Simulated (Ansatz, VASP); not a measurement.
# One calculation of AlNi3, two programs

```
Al Ni
1.0
     0.00918    2.80870    2.80147
     2.80352    0.00613    2.80452
     2.81058    2.81882   -0.00094
Al Ni
1 3
Direct
  0.51799 0.47545 0.48120
  0.23471 0.21297 0.23590
  0.05270 0.96234 0.03015
  0.77290 0.72066 0.80167
```

Change from the starting cell: kmesh displaced: [1, 1, 1] Gamma-centred.

Alike in both runs: task single point; functional PBE; k mesh 1 × 1 × 1; occupations gaussian, width 0.1 eV; no spin polarisation.

|  | VASP | Ansatz |
| --- | --- | --- |
| version | VASP 6.6.1 | Ansatz 0.2.0 |
| potentials or method | VASP PAW PBE potentials, release 64 (Al, Ni_sv_GW), cutoff 690 eV | scalar-relativistic, plane waves, PAW |
| valence electrons in the cell | 57 | 57 |

Ansatz gave:

| Item | Value |
| --- | --- |
| pressure (GPa) | 17.3 |
| traceless stress, the component that is largest in VASP (GPa) | 14.40 |
| rms of the force components (eV/Å) | 0.885 |

Q: Estimate VASP's values.

A: Pressure (GPa): 16.6; traceless stress, the component that is largest in VASP (GPa): 14.96; rms of the force components (eV/Å): 0.894.

Atom by atom the forces differ by 0.020 eV/Å (rms over components). The functional is the same, so the differences come from potentials, cutoffs and numerics.

The k mesh is coarse, so the values compare programs but aren't converged.
